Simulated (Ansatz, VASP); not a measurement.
**One calculation of ZnSe, two programs**

```
Zn Se
1.0
     0.00000    2.83380    2.83380
     2.83380    0.00000    2.83380
     2.83380    2.83380    0.00000
Zn Se
1 1
Direct
  0.00000 0.00000 0.00000
  0.25000 0.25000 0.25000
```

Alike in both runs: task electric field gradients; functional PBE; k mesh 9 × 9 × 9; occupations fermi-dirac, width 0.02 eV; no spin polarisation.

|  | VASP | Ansatz |
| --- | --- | --- |
| version | VASP 6.6.1 | Ansatz 0.2.0 |
| potentials or method | VASP PAW PBE potentials, release 64 (Zn, Se), cutoff 400 eV | plane-wave PAW, scalar-relativistic |
| valence electrons in the cell | 18 | 28 |

|  | VASP | Ansatz | Ansatz less VASP |
| --- | --- | --- | --- |
| gap on the k mesh at the Fermi level (eV) | 1.29 | 1.29 | 0.000 |
| pressure (GPa) | 2.1 | 2.1 | 0.00 |

The functional is the same, so the differences come from potentials, cutoffs and numerics. VASP's potentials hold 18 valence electrons a cell and Ansatz's 28, so a difference there can come from the potentials and not from the codes.
